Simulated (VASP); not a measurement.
A run of VASP 6.6.1:

POSCAR

```
KCl
1.0
    0.0000000000      3.1448483099      3.1448483099
    3.1448483099      0.0000000000      3.1448483099
    3.1448483099      3.1448483099      0.0000000000
K Cl
1 1
Direct
    0.0000000000      0.0000000000      0.0000000000
    0.5000000000      0.5000000000      0.5000000000
```

Contents of INCAR.step1:

```
SYSTEM = KCl
PREC = Accurate ; ENCUT = 500
EDIFF = 1E-8 ; ISMEAR = 0
SIGMA = 0.01 ; LREAL = .FALSE.
LASPH = .TRUE. ; NELM = 100
ALGO = Normal ; LWAVE = .TRUE.
LCHARG = .FALSE. ; GGA = PE
```

File INCAR.step2:

```
SYSTEM = KCl
PREC = Accurate ; ENCUT = 500
EDIFF = 1E-8 ; ISMEAR = 0
SIGMA = 0.01 ; LREAL = .FALSE.
LASPH = .TRUE. ; NELM = 1
ALGO = Exact ; LWAVE = .TRUE.
LCHARG = .FALSE. ; GGA = PE
NBANDS = 193 ; LOPTICS = .TRUE.
ISTART = 1
```

Contents of INCAR.step3:

```
SYSTEM = KCl
PREC = Accurate ; ENCUT = 500
EDIFF = 1E-8 ; ISMEAR = 0
SIGMA = 0.01 ; LREAL = .FALSE.
LASPH = .TRUE. ; ALGO = EVGW0
LWAVE = .FALSE. ; LCHARG = .FALSE.
GGA = PE ; NELMGW = 1
NBANDS = 193 ; ENCUTGW = 120.0
NOMEGA = 96 ; PRECFOCK = Fast
ISTART = 1 ; NBANDSGW = 16
OMEGAMAX = 20
```

File KPOINTS:

```
regular mesh
0
G
  4 4 4
  0 0 0
```

Potentials or basis: VASP PAW PBE potentials, release 64 (K_sv_GW, Cl_GW).

Command:

```sh
$ cat potpaw_PBE.64/K_sv_GW/POTCAR potpaw_PBE.64/Cl_GW/POTCAR > POTCAR
$ cp INCAR.step1 INCAR
$ mpirun -np 1 vasp_std > vasp.out
$ cp INCAR.step2 INCAR
$ mpirun -np 1 vasp_std > vasp.out
$ cp INCAR.step3 INCAR
$ mpirun -np 1 vasp_std > vasp.out
```

Hardware: 1 thread of Intel(R) Xeon(R) 6975P-C (Granite Rapids), on a shared host.

Problem. Estimate the wall time of this run.

Solution. It took 2.7 min on 1 thread of Intel(R) Xeon(R) 6975P-C (Granite Rapids) (shared host), peak memory 0.65 GiB. Counts: k points 8.
